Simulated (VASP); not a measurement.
Crystal: SiC.

```
C Si
1.0
     1.54159    0.89004    5.32123
    -1.54159    0.89004    5.32123
     0.00000   -1.78007    5.32123
C Si
2 2
Direct
  0.44919 0.44919 0.44919
  0.55081 0.55081 0.55081
  0.92547 0.92547 0.92547
  0.07453 0.07453 0.07453
```

Base run:

| Quantity | Value |
| --- | --- |
| Program | VASP 6.6.1 |
| Functional | PBE |
| Potentials or basis | VASP PAW PBE potentials, release 64 (C, Si) |
| Cutoff | 520 eV |
| k mesh | 8 × 8 × 8 |
| Occupations | gaussian, width 0.01 eV |
| Spin | no spin polarisation |

Its results: band gap on the k mesh 0.49 eV, indirect (least direct gap 1.81 eV); pressure 2.5 GPa; largest force 0.229 eV/Å.

The run is repeated on the same cell with these changes: functional from PBE to r2SCAN. What comes out?

Band gap on the k mesh 0.70 eV, indirect (least direct gap 2.12 eV); pressure -0.2 GPa; largest force 0.036 eV/Å.

r2SCAN gives the wider gap, since meta-GGAs in the generalised Kohn-Sham scheme recover part of the derivative discontinuity.

Caveats: the PAW data sets were made with another functional, which shifts forces and pressure a little (some runs).

A k mesh can miss the band edges.
